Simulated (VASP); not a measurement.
# TiMnS2: relaxation of cell and atoms with PBE

TiMnS2:

```
Ti Mn S
1.0
     3.85955    0.00000    0.00000
     0.00000    3.85955    0.00000
     0.00000    0.00000    5.48011
Ti Mn S
1 1 2
Direct
  0.50000 0.50000 0.50000
  0.00000 0.00000 0.00000
  0.50000 0.00000 0.75239
  0.00000 0.50000 0.24761
```

| Property | Result |
| --- | --- |
| Program | VASP 6.6.1 |
| Task | relaxation of cell and atoms |
| Functional | PBE |
| Potentials or basis | VASP PAW PBE potentials, release 64 (Ti_sv, Mn_pv, S) |
| Cutoff | 500 eV |
| k mesh | 12 × 12 × 8 |
| Occupations | gaussian, width 0.1 eV |
| Spin | collinear spin, ferrimagnetic start |
| Starting moments | [-0.86, 3.97, 0.0, 0.0] μB |
| Dipole correction | no |
| Further INCAR settings | ALGO = Normal; EDIFF = 1e-07; IBRION = 2; EDIFFG = -0.01; NSW = 100; ISIF = 3 |

| Quantity | Value |
| --- | --- |
| Relaxed volume | 20.44 Å³/atom |
| Relaxed cell | a = 3.888 Å, b = 3.888 Å, c = 5.407 Å, α = 90.00°, β = 90.00°, γ = 90.00° |
| Space group after relaxing (to 0.05 Å) | P-4m2 (No. 115) |
| Energy gained by relaxing | 0.2 meV/atom |
| Ionic steps | 7 |
| Pressure after relaxing | -0.1 GPa |
| Largest force after relaxing | 0.005 eV/Å |
| Band gap on the k mesh | zero (filled and empty bands overlap) |
| Net moment | 3.00 μB per cell |
| Site moments | Ti -0.89; Mn +3.80; S +0.05 μB |
| Valence electrons inside the program's atomic spheres | Ti 10.24; Mn 11.52; S 3.78 |

Forces in eV/Å, atoms in the order of the input:
```
Ti   0.000  0.000  0.000
Mn   0.000  0.000  0.000
S    0.000  0.000  0.005
S    0.000  0.000 -0.005
```

The path:
```csv
step,energy change (eV),largest force (eV/Å),pressure (GPa),volume (Å³)
1,0.0000,0.0086,-0.04,81.63
2,-0.0001,0.0034,0.01,81.58
3,-0.0002,0.0114,0.16,81.42
4,-0.0003,0.0113,0.15,81.43
5,-0.0004,0.0105,0.12,81.48
6,-0.0006,0.0086,0.06,81.57
7,-0.0008,0.0048,-0.06,81.76
```

Final structure:
```
Ti Mn S
1.0
     3.88845    0.00000    0.00000
     0.00000    3.88845    0.00000
     0.00000    0.00000    5.40730
Ti Mn S
1 1 2
Direct
  0.50000 0.50000 0.50000
  0.00000 0.00000 0.00000
  0.50000 0.00000 0.75174
  0.00000 0.50000 0.24826
```

Levels at points of the mesh, in eV from the Fermi level:
Spin up:
| k point | band 17 | band 18 | band 19 | band 20 | band 21 | band 22 | band 23 | band 24 |
| --- | --- | --- | --- | --- | --- | --- | --- | --- |
| (0.00, 0.00, 0.00) | -2.54 | -1.92 | -0.97 | -0.97 | 0.65 | 1.14 | 1.62 | 1.90 |
| (0.50, 0.00, 0.00) | -2.38 | -1.85 | -1.56 | -1.38 | 1.03 | 1.26 | 1.56 | 1.74 |
| (0.50, 0.50, 0.00) | -2.53 | -2.53 | -2.12 | -1.84 | 0.39 | 0.39 | 0.65 | 1.32 |
| (0.00, 0.00, 0.50) | -2.69 | -1.54 | -0.61 | -0.61 | 1.12 | 1.34 | 2.12 | 2.52 |
| (0.50, 0.00, 0.50) | -2.26 | -1.93 | -1.15 | -0.99 | 0.96 | 1.15 | 1.40 | 2.14 |
| (0.50, 0.50, 0.50) | -2.67 | -2.55 | -2.41 | -1.93 | 0.69 | 0.69 | 1.27 | 1.40 |
Spin down:
```
           k point  band 14  band 15  band 16  band 17  band 18  band 19  band 20  band 21
(0.00, 0.00, 0.00)    -3.98    -3.98    -0.86    -0.03     0.01     0.82     1.04     1.04
(0.50, 0.00, 0.00)    -4.06    -4.00    -0.22     0.02     0.16     0.25     0.48     1.06
(0.50, 0.50, 0.00)    -3.92    -3.87    -0.97    -0.97     0.07     0.36     0.93     1.03
(0.00, 0.00, 0.50)    -3.96    -3.96    -0.67    -0.09     0.10     0.96     1.99     1.99
(0.50, 0.00, 0.50)    -4.03    -3.91     0.09     0.11     0.31     0.62     0.84     0.88
(0.50, 0.50, 0.50)    -4.05    -4.05    -0.92    -0.92    -0.05     0.04     0.42     1.15
```

It took 5.5 min on 4 MPI ranks on Intel(R) Xeon(R) 6975P-C (Granite Rapids), with other jobs on the host, peak memory 0.51 GiB a rank.

Caveat: a cell with one magnetic atom can't hold antiferromagnetic order, which such compounds often take; semilocal functionals often make such compounds metallic where correlation or magnetic order opens a gap, which also shifts bond lengths. With open d or f shells a metallic result of PBE can be an artefact of self-interaction; +U or a hybrid may open a gap.
